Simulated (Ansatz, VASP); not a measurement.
# Two plane-wave programs on BP

```xyz
2
Lattice="0.0000 2.3001 2.2081 2.3001 0.0000 2.2081 2.3001 2.3001 0.0000" Properties=species:S:1:pos:R:3 pbc="T T T"
B     0.0000    0.0000    0.0000
P     3.4501    3.4501    3.3121
```

Alike in both runs: task single point; functional r2SCAN; k mesh 12 × 12 × 12; occupations gaussian, width 0.05 eV; no spin polarisation.

|  | VASP | Ansatz |
| --- | --- | --- |
| version | VASP 6.6.1 | Ansatz 0.2.0 |
| potentials or method | VASP PAW PBE potentials, release 64 (B, P), cutoff 520 eV | scalar-relativistic, plane waves, PAW |
| valence electrons in the cell | 8 | 8 |

|  | VASP | Ansatz | Ansatz less VASP |
| --- | --- | --- | --- |
| gap on the k mesh at the Fermi level (eV) | 0.80 | 0.78 | -0.028 |
| least direct gap on the mesh (eV) | 3.21 | 3.17 | -0.038 |
| pressure (GPa) | -0.7 | -0.2 | +0.51 |
| traceless stress, the component that is largest in VASP (GPa) | 7.43 | 7.40 | -0.035 |

VASP's potentials were made for PBE, not for r2SCAN.
